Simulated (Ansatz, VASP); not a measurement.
## One calculation of TlAgS2, two programs

File INCAR:

```
SYSTEM = TlAgS2
PREC = Accurate ; ENCUT = 520
EDIFF = 1E-6 ; ISMEAR = -1
SIGMA = 0.02 ; LREAL = .False.
LASPH = .True. ; NELM = 80
ALGO = Normal ; ISIF = 2
LWAVE = .False. ; LCHARG = .True.
LELF = .True. ; LVHAR = .True.
NBANDS = 26
```

The input KPOINTS:

```
regular mesh
0
Gamma
  6 6 4
  0 0 0
```

File POSCAR:

```
TlAgS2
1.0
    4.1384415880      0.0000000000      0.0000000000
    0.0000000000      4.1384415880      0.0000000000
    0.0000000000      0.0000000000      6.0023385113
Ag S Tl
1 2 1
Direct
    0.0000000000      0.0000000000      0.0000000000
    0.0000000000      0.5000000000      0.2445828708
    0.5000000000      0.0000000000      0.7554171292
    0.5000000000      0.5000000000      0.5000000000
```

Input for Ansatz:

```yaml
crystal:
  lattice:
    - [4.138441588, 0.0, 0.0]
    - [0.0, 4.138441588, 0.0]
    - [0.0, 0.0, 6.0023385113]
  atoms:
    - { symbol: Ag, position: [0.0, 0.0, 0.0] }
    - { symbol: S, position: [0.0, 0.5, 0.2445828708] }
    - { symbol: Tl, position: [0.5, 0.5, 0.5] }
    - { symbol: S, position: [0.5, 0.0, 0.7554171292] }
kpoints:
  mp_grid: { grid: [6, 6, 4] }
  band_path:
    path:
      - [0.0, 0.0, 0.0]
      - [0.0, 0.5, 0.0]
      - [0.5, 0.5, 0.0]
      - [0.0, 0.0, 0.5]
      - [0.0, 0.5, 0.5]
      - [0.5, 0.5, 0.5]
      - [0.0, 0.0, 0.05]
    npoints: 1
hamiltonian:
  xc: lda
scf:
  occupations: { method: fermi_dirac, width: 0.02 }
  n_extra_bands: 5
output:
  forces: true
  stress: true
  eigenvalues: true
```

Alike in both runs: task single point; functional LDA; k mesh 6 × 6 × 4; occupations fermi-dirac, width 0.02 eV; no spin polarisation.

|  | VASP | Ansatz |
| --- | --- | --- |
| version | VASP 6.6.1 | Ansatz 0.2.0 |
| potentials or method | VASP PAW LDA potentials, release 64 (Ag, S, Tl_d) | plane waves, PAW |
| plane-wave cutoff (eV) | 520 | 420 |
| valence electrons in the cell | 36 | 44 |

Ansatz gave:

- pressure (GPa): -3.5
- rms of the force components (eV/Å): 0.113

Which values does VASP return?

Pressure (GPa): -3.5; rms of the force components (eV/Å): 0.107.

LDA's correlation is that of Perdew and Zunger in VASP and of Perdew and Wang (1992) in Ansatz. VASP's potentials hold 36 valence electrons a cell and Ansatz's 44, so a difference there can come from the potentials and not from the codes.

Neither program's run includes spin-orbit coupling.
